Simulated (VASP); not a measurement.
# AlAs (r.bs) (F-43m) in VASP: notebook

AlAs (r.bs) is run at these levels: r2SCAN; tasks: single point, relaxation of cell and atoms.

Everything below comes from runs of VASP 6.6.1. Logs are shortened: lines on timing, memory, paths and dates and some standing lists are left out, and cuts for length are marked.

### Step 1. The cell of the first run

The structure is cubic, space group F-43m (No. 216). Conventional cell: a = 5.680 Å, b = 5.680 Å, c = 5.680 Å, α = 90.00°, β = 90.00°, γ = 90.00°. Within 3.2 Å of Al (site symmetry -43m) lie 4 As at 2.46 Å. As (site symmetry -43m) has 4 Al at 2.46 Å within 3.2 Å.

### Step 2. Single point, r2SCAN

Input file POSCAR:

```
AlAs
1.0
    0.0000000000      2.8400000000      2.8400000000
    2.8400000000      0.0000000000      2.8400000000
    2.8400000000      2.8400000000      0.0000000000
Al As
1 1
Direct
    0.0000000000      0.0000000000      0.0000000000
    0.2500000000      0.2500000000      0.2500000000
```

Input file INCAR.step1:

```
SYSTEM = AlAs
ALGO = Normal
EDIFF = 1E-5
ENCUT = 550
GGA = PE
GGA_COMPAT = .FALSE.
ISMEAR = 0
LASPH = .TRUE.
LCHARG = .FALSE.
LREAL = .FALSE.
LWAVE = .TRUE.
NBANDS = 11
NELM = 120
PREC = Accurate
SIGMA = 0.1
```

Input file INCAR.step2:

```
SYSTEM = AlAs
ALGO = Normal
EDIFF = 1E-6
ENCUT = 550
GGA_COMPAT = .FALSE.
ISIF = 2
ISMEAR = 0
ISTART = 1
LASPH = .TRUE.
LCHARG = .FALSE.
LMIXTAU = .TRUE.
LREAL = .FALSE.
LWAVE = .FALSE.
METAGGA = R2SCAN
NBANDS = 11
NELM = 120
PREC = Accurate
SIGMA = 0.1
```

Input file KPOINTS:

```
k-points
0
G
  6 6 6
  0 0 0
```

Potentials or basis: VASP PAW PBE potentials, release 64 (Al, As).

Run with:

```bash
> cat potpaw_PBE.64/Al/POTCAR potpaw_PBE.64/As/POTCAR > POTCAR
> cp INCAR.step1 INCAR
> mpirun -np 1 vasp_std > vasp.out
> cp INCAR.step2 INCAR
> mpirun -np 1 vasp_std > vasp.out
```

OUTCAR:

```text
SYSTEM = AlAs
   EDIFF = 1E-6
   ENCUT = 550
   ISIF = 2
   ISMEAR = 0
   ISTART = 1
   LASPH = .TRUE.
   LREAL = .FALSE.
   METAGGA = R2SCAN
   NELM = 120
   PREC = Accurate

 ion  position               nearest neighbor table
   1  0.000  0.000  0.000-   2 2.46   2 2.46   2 2.46   2 2.46
   2  0.250  0.250  0.250-   1 2.46   1 2.46   1 2.46   1 2.46

  LATTYP: Found a face centered cubic cell.
 ALAT       =     5.6800000000

  Lattice vectors:

 A1 = (   0.0000000000,   2.8400000000,   2.8400000000)
 A2 = (   2.8400000000,   0.0000000000,   2.8400000000)
 A3 = (   2.8400000000,   2.8400000000,   0.0000000000)

Analysis of symmetry for initial positions (statically):
=====================================================================
 Subroutine PRICEL returns:
 Original cell was already a primitive cell.

 Routine SETGRP: Setting up the symmetry group for a
 face centered cubic supercell.

 Subroutine GETGRP returns: Found 24 space group operations
 (whereof 24 operations were pure point group operations)
 out of a pool of 48 trial point group operations.

The static configuration has the point symmetry T_d .

Analysis of symmetry for dynamics (positions and initial velocities):
=====================================================================
 Subroutine PRICEL returns:
 Original cell was already a primitive cell.

 Routine SETGRP: Setting up the symmetry group for a
 face centered cubic supercell.

 Subroutine GETGRP returns: Found 24 space group operations
 (whereof 24 operations were pure point group operations)
 out of a pool of 48 trial point group operations.

The dynamic configuration has the point symmetry T_d .

 Subroutine INISYM returns: Found 24 space group operations
 (whereof 24 operations are pure point group operations),
 and found     1 'primitive' translations

----------------------------------------------------------------------------------------

                                     Primitive cell

  volume of cell :      45.8126

  direct lattice vectors                    reciprocal lattice vectors
     0.000000000  2.840000000  2.840000000    -0.176056338  0.176056338  0.176056338
     2.840000000  0.000000000  2.840000000     0.176056338 -0.176056338  0.176056338
     2.840000000  2.840000000  0.000000000     0.176056338  0.176056338 -0.176056338

  length of vectors
     4.016366517  4.016366517  4.016366517     0.304938522  0.304938522  0.304938522

  position of ions in fractional coordinates (direct lattice)
     0.000000000  0.000000000  0.000000000
[... 77 lines left out ...]
   POTIM  = 0.5000    time-step for ionic-motion
   TEBEG  =    0.0;   TEEND  =   0.0 temperature during run
   PSTRESS=    0.0 pullay stress
   NELECT =       8.0000    total number of electrons
   NUPDOWN=      -1.0000    fix difference up-down
   EMIN   =  10.00;   EMAX   =-10.00  energy-range for DOS
   EFERMI =   0.00;   METHOD = LEGACY
   ISMEAR =     0;   SIGMA  =   0.10  broadening in eV -4-tet -1-fermi 0-gaus
   EFERMI_NEDOS =   21; number of points for ismear=-14 and -15
   IALGO  =     38    algorithm
   IMIX   =      4    mixing-type and parameters
     AMIX     =   0.40;   BMIX     =  1.00
     AMIX_MAG =   1.60;   BMIX_MAG =  1.00
  volume/ion in A,a.u.               =      22.91       154.58
  Fermi-wavevector in a.u.,A,eV,Ry     =   0.915046  1.729187 11.392295  0.837310
  Thomas-Fermi vector in A             =   2.039743
   LORBIT       =      0    0 simple, 1 ext, 2 COOP (PROOUT), +10 PAW based schemes
   METAGGA = R2SCAN    functional components
   LHFCALC =     F    Hartree Fock is set to
   AEXX    =    0.0000 exact exchange contribution
   IVDW    =     0    specifies the selected vdW correction
   LEPSILON=     F    determine dielectric tensor
   LRPA    =     F    only Hartree local field effects (RPA)
 non-spin polarized calculation
 Gauss-broadening in eV      SIGMA  =   0.10
  energy-cutoff  :      550.00
  volume of cell :       45.81
 maximum number of plane-waves:      1363
   NGX = 15   NGY = 15   NGZ = 15

 number of electron       8.0000001 magnetization

 Free energy of the ion-electron system (eV)
  ---------------------------------------------------
  ext. energy  EPLUGINS =         0.00000000
  ---------------------------------------------------
  free energy    TOTEN  =       -22.68702678 eV

  energy without entropy =      -22.68702678  energy(sigma->0) =      -22.68702678

 E-fermi :   4.0250     XC(G=0):  -9.4068

 val. band max:        3.5832210246   @ k =   0.0000   0.0000   0.0000
 cond. band min:       5.3879510711   @ k =   0.5000   0.5000   0.0000
 fundamental gap:      1.8047300465
 Fermi energy:         4.0250378864

 k-point     1 :       0.0000    0.0000    0.0000
  band No.  band energies     occupation
      1      -8.6776      2.00000
      2       3.5832      2.00000
      3       3.5832      2.00000
      4       3.5832      2.00000
      5       6.2034      0.00000
      6       8.2730      0.00000
      7       8.2730      0.00000
      8       8.2730      0.00000
      9      13.0818      0.00000
     10      13.0818      0.00000
     11      13.2626      0.00000
[... 197 lines left out ...]
 k-point    16 :      -0.3333    0.5000    0.1667
  band No.  band energies     occupation
      1      -6.6223      2.00000
      2      -1.6743      2.00000
      3       0.6033      2.00000
      4       0.8708      2.00000
      5       7.1394      0.00000
      6       8.1216      0.00000
      7      11.2853      0.00000
      8      11.9685      0.00000
      9      14.9341      0.00000
     10      16.5322      0.00000
     11      16.9806      0.00000

------------------------ aborting loop because EDIFF is reached ----------------------------------------

  FORCE on cell =-STRESS in cart. coord.  units (eV):
  Direction    XX          YY          ZZ          XY          YZ          ZX
  --------------------------------------------------------------------------------------
  -------------------------------------------------------------------------------------
  Total       -0.0318251     -0.0318251     -0.0318251      0.0000000     -0.0000000     -0.0000000
  in kB       -1.1130018     -1.1130018     -1.1130018      0.0000000     -0.0000000     -0.0000000
  external PRESSURE =      -1.1130018 kB  Pullay stress =       0.0000000 kB

 VOLUME and BASIS-vectors are now :
 -----------------------------------------------------------------------------
  energy-cutoff  :      550.00
  volume of cell :       45.81
      direct lattice vectors                 reciprocal lattice vectors
     0.000000000  2.840000000  2.840000000    -0.176056338  0.176056338  0.176056338
     2.840000000  0.000000000  2.840000000     0.176056338 -0.176056338  0.176056338
     2.840000000  2.840000000  0.000000000     0.176056338  0.176056338 -0.176056338

 POSITION                                       TOTAL-FORCE (eV/Angst)
 -----------------------------------------------------------------------------------
      0.00000      0.00000      0.00000        -0.000000     -0.000000     -0.000000
      1.42000      1.42000      1.42000         0.000000      0.000000      0.000000
 -----------------------------------------------------------------------------------
    total drift:                                0.000000      0.000000      0.000000

  FREE ENERGIE OF THE ION-ELECTRON SYSTEM (eV)
  ---------------------------------------------------
  free  energy   TOTEN  =       -22.6870267833 eV

  energy  without entropy=      -22.6870267833  energy(sigma->0) =      -22.68702678
```

OUTCAR.step1:

```text
SYSTEM = AlAs
   EDIFF = 1E-5
   ENCUT = 550
   GGA = PE
   ISMEAR = 0
   LASPH = .TRUE.
   LREAL = .FALSE.
[... 433 lines left out ...]
      0.00000      0.00000      0.00000        -0.000000     -0.000000     -0.000000
      1.42000      1.42000      1.42000         0.000000      0.000000      0.000000
 -----------------------------------------------------------------------------------
    total drift:                                0.000000      0.000000      0.000000

  FREE ENERGIE OF THE ION-ELECTRON SYSTEM (eV)
  ---------------------------------------------------
  free  energy   TOTEN  =        -9.3698565615 eV

  energy  without entropy=       -9.3698565615  energy(sigma->0) =       -9.36985656
```

Wall time 32 s (1 thread of Intel Xeon 6975P-C, shared host); peak memory 0.18 GiB.

Results:

```
Free energy            : -22.6870 eV
Pressure               : -0.1 GPa
Band gap on the k mesh : 1.80 eV, indirect (least direct gap 2.62 eV)
```

Levels at points of the mesh, in eV from the valence-band top:
| k point | band 2 | band 3 | band 4 | band 5 | band 6 | band 7 |
| --- | --- | --- | --- | --- | --- | --- |
| (0.00, 0.00, 0.00) | 0.00 | 0.00 | 0.00 | 2.62 | 4.69 | 4.69 |
| (0.50, 0.00, 0.00) | -5.65 | -0.84 | -0.84 | 2.61 | 5.09 | 5.09 |
| (0.50, 0.50, 0.00) | -5.51 | -2.22 | -2.22 | 1.80 | 2.68 | 11.10 |

Caveat: the PAW data sets were made with another functional, which shifts forces and pressure a little. r2SCAN opens gaps a little over a GGA but as a rule still falls short of measured ones.

### Step 3. Single point, r2SCAN

Input file POSCAR:

```
AlAs
1.0
    0.0000000000      2.8383600294      2.8383600294
    2.8383600294      0.0000000000      2.8383600294
    2.8383600294      2.8383600294      0.0000000000
Al As
1 1
Direct
    0.0000000000      0.0000000000      0.0000000000
    0.2500000000      0.2500000000      0.2500000000
```

Input file INCAR.step1:

```
PREC     = Accurate       # precision mode
ENCUT    = 550            # plane-wave cutoff, eV
ISMEAR   = 0              # smearing method
SIGMA    = 0.02           # smearing width, eV
LREAL    = F              # projectors in reciprocal space
LASPH    = T              # aspherical terms in the spheres
NELM     = 120            # most SCF steps
NBANDS   = 11             # bands
GGA      = PE             # functional
ALGO     = Normal         # electronic algorithm
EDIFF    = 1E-5           # SCF threshold, eV
LWAVE    = T              # write WAVECAR
LCHARG   = F              # write CHGCAR
GGA_COMPAT= F
```

Input file INCAR.step2:

```
PREC     = Accurate       # precision mode
ENCUT    = 550            # plane-wave cutoff, eV
EDIFF    = 1E-6           # SCF threshold, eV
ISMEAR   = 0              # smearing method
SIGMA    = 0.02           # smearing width, eV
LREAL    = F              # projectors in reciprocal space
LASPH    = T              # aspherical terms in the spheres
NELM     = 120            # most SCF steps
ALGO     = Normal         # electronic algorithm
ISIF     = 2              # what is computed and relaxed
LWAVE    = F              # write WAVECAR
LCHARG   = T              # write CHGCAR
METAGGA  = R2SCAN         # meta-GGA
LMIXTAU  = T            
LELF     = T              # ELF
LVHAR    = T            
NBANDS   = 11             # bands
ISTART   = 1            
GGA_COMPAT= F
```

Input file KPOINTS:

```
Automatic mesh
0
Gamma
  8 8 8
```

Potentials or basis: VASP PAW PBE potentials, release 64 (Al, As).

Run with:

```bash
> cat potpaw_PBE.64/Al/POTCAR potpaw_PBE.64/As/POTCAR > POTCAR
> cp INCAR.step1 INCAR
> mpirun -np 1 vasp_std > vasp.out
> cp INCAR.step2 INCAR
> mpirun -np 1 vasp_std > vasp.out
```

OUTCAR:

```text
PREC = Accurate
   ENCUT = 550
   EDIFF = 1E-6
   ISMEAR = 0
   LREAL = F
   LASPH = T
   NELM = 120
   ISIF = 2
   METAGGA = R2SCAN
   ISTART = 1

 ion  position               nearest neighbor table
   1  0.000  0.000  0.000-   2 2.46   2 2.46   2 2.46   2 2.46
   2  0.250  0.250  0.250-   1 2.46   1 2.46   1 2.46   1 2.46

  LATTYP: Found a face centered cubic cell.
 ALAT       =     5.6767200588

  Lattice vectors:

 A1 = (   0.0000000000,   2.8383600294,   2.8383600294)
 A2 = (   2.8383600294,   0.0000000000,   2.8383600294)
 A3 = (   2.8383600294,   2.8383600294,   0.0000000000)

Analysis of symmetry for initial positions (statically):
=====================================================================
 Subroutine PRICEL returns:
 Original cell was already a primitive cell.

 Routine SETGRP: Setting up the symmetry group for a
 face centered cubic supercell.

 Subroutine GETGRP returns: Found 24 space group operations
 (whereof 24 operations were pure point group operations)
 out of a pool of 48 trial point group operations.

The static configuration has the point symmetry T_d .

Analysis of symmetry for dynamics (positions and initial velocities):
=====================================================================
 Subroutine PRICEL returns:
 Original cell was already a primitive cell.

 Routine SETGRP: Setting up the symmetry group for a
 face centered cubic supercell.

 Subroutine GETGRP returns: Found 24 space group operations
 (whereof 24 operations were pure point group operations)
 out of a pool of 48 trial point group operations.

The dynamic configuration has the point symmetry T_d .

 Subroutine INISYM returns: Found 24 space group operations
 (whereof 24 operations are pure point group operations),
 and found     1 'primitive' translations

----------------------------------------------------------------------------------------

                                     Primitive cell

[... 112 lines left out ...]
  Fermi-wavevector in a.u.,A,eV,Ry     =   0.915575  1.730186 11.405463  0.838278
  Thomas-Fermi vector in A             =   2.040332
   LORBIT       =      0    0 simple, 1 ext, 2 COOP (PROOUT), +10 PAW based schemes
   METAGGA = R2SCAN    functional components
   LHFCALC =     F    Hartree Fock is set to
   AEXX    =    0.0000 exact exchange contribution
   IVDW    =     0    specifies the selected vdW correction
   LEPSILON=     F    determine dielectric tensor
   LRPA    =     F    only Hartree local field effects (RPA)
 non-spin polarized calculation
 Gauss-broadening in eV      SIGMA  =   0.02
  energy-cutoff  :      550.00
  volume of cell :       45.73
 maximum number of plane-waves:      1363
   NGX = 15   NGY = 15   NGZ = 15

 number of electron       8.0000001 magnetization

 Free energy of the ion-electron system (eV)
  ---------------------------------------------------
  ext. energy  EPLUGINS =         0.00000000
  ---------------------------------------------------
  free energy    TOTEN  =       -22.69544160 eV

  energy without entropy =      -22.69544160  energy(sigma->0) =      -22.69544160

 E-fermi :   3.7174     XC(G=0):  -9.4157

 val. band max:        3.5939258258   @ k =   0.0000   0.0000   0.0000
 cond. band min:       5.3985779386   @ k =   0.5000   0.5000   0.0000
 fundamental gap:      1.8046521128
 Fermi energy:         3.7174049756

 k-point     1 :       0.0000    0.0000    0.0000
  band No.  band energies     occupation
      1      -8.6774      2.00000
      2       3.5939      2.00000
      3       3.5939      2.00000
      4       3.5939      2.00000
      5       6.2291      0.00000
      6       8.2889      0.00000
      7       8.2889      0.00000
      8       8.2889      0.00000
      9      13.0984      0.00000
     10      13.0984      0.00000
     11      13.2883      0.00000
[... 309 lines left out ...]
 k-point    24 :      -0.3750    0.2500    0.1250
  band No.  band energies     occupation
      1      -6.9392      2.00000
      2      -1.7410      2.00000
      3       0.8831      2.00000
      4       2.0302      2.00000
      5       7.6889      0.00000
      6       8.2879      0.00000
      7      10.7891      0.00000
      8      11.7781      0.00000
      9      12.5905      0.00000
     10      15.3336      0.00000
     11      16.7002      0.00000

 [... further k-points ...]
[... 5 lines left out ...]
  --------------------------------------------------------------------------------------
  -------------------------------------------------------------------------------------
  Total        0.0017683      0.0017683      0.0017683      0.0000000      0.0000000     -0.0000000
  in kB        0.0619474      0.0619474      0.0619474      0.0000000      0.0000000     -0.0000000
  external PRESSURE =       0.0619474 kB  Pullay stress =       0.0000000 kB

 VOLUME and BASIS-vectors are now :
 -----------------------------------------------------------------------------
  energy-cutoff  :      550.00
  volume of cell :       45.73
      direct lattice vectors                 reciprocal lattice vectors
     0.000000000  2.838360029  2.838360029    -0.176158061  0.176158061  0.176158061
     2.838360029  0.000000000  2.838360029     0.176158061 -0.176158061  0.176158061
     2.838360029  2.838360029  0.000000000     0.176158061  0.176158061 -0.176158061

 POSITION                                       TOTAL-FORCE (eV/Angst)
 -----------------------------------------------------------------------------------
      0.00000      0.00000      0.00000         0.000000      0.000000     -0.000000
      1.41918      1.41918      1.41918        -0.000000     -0.000000      0.000000
 -----------------------------------------------------------------------------------
    total drift:                                0.000000      0.000000      0.000000

  FREE ENERGIE OF THE ION-ELECTRON SYSTEM (eV)
  ---------------------------------------------------
  free  energy   TOTEN  =       -22.6954415998 eV

  energy  without entropy=      -22.6954415998  energy(sigma->0) =      -22.69544160
```

OUTCAR.step1:

```text
PREC = Accurate
   ENCUT = 550
   ISMEAR = 0
   LREAL = F
   LASPH = T
[... 556 lines left out ...]
 -----------------------------------------------------------------------------------
      0.00000      0.00000      0.00000        -0.000000     -0.000000     -0.000000
      1.41918      1.41918      1.41918         0.000000      0.000000      0.000000
 -----------------------------------------------------------------------------------
    total drift:                                0.000000      0.000000      0.000000

  FREE ENERGIE OF THE ION-ELECTRON SYSTEM (eV)
  ---------------------------------------------------
  free  energy   TOTEN  =        -9.3792723435 eV

  energy  without entropy=       -9.3792723435  energy(sigma->0) =       -9.37927234
```

Run time: 51 s. Hardware: 1 thread of Intel Xeon 6975P-C, shared host; peak memory 0.19 GiB.

Results:

* Free energy: -22.6954 eV
* Pressure: 0.0 GPa
* Band gap on the k mesh: 1.80 eV, indirect (least direct gap 2.64 eV)

Levels at points of the mesh, in eV from the valence-band top:
```csv
k point,band 1,band 2,band 3,band 4,band 5,band 6,band 7,band 8
"(0.00, 0.00, 0.00)",-12.27,0.00,0.00,0.00,2.64,4.70,4.70,4.70
"(0.50, 0.00, 0.00)",-10.80,-5.66,-0.84,-0.84,2.62,5.10,5.10,8.38
"(0.50, 0.50, 0.00)",-10.23,-5.51,-2.22,-2.22,1.80,2.68,11.12,11.12
```

Caveat: the PAW data sets were made with another functional, which shifts forces and pressure a little.

(Part 1 of 2 ends here.)
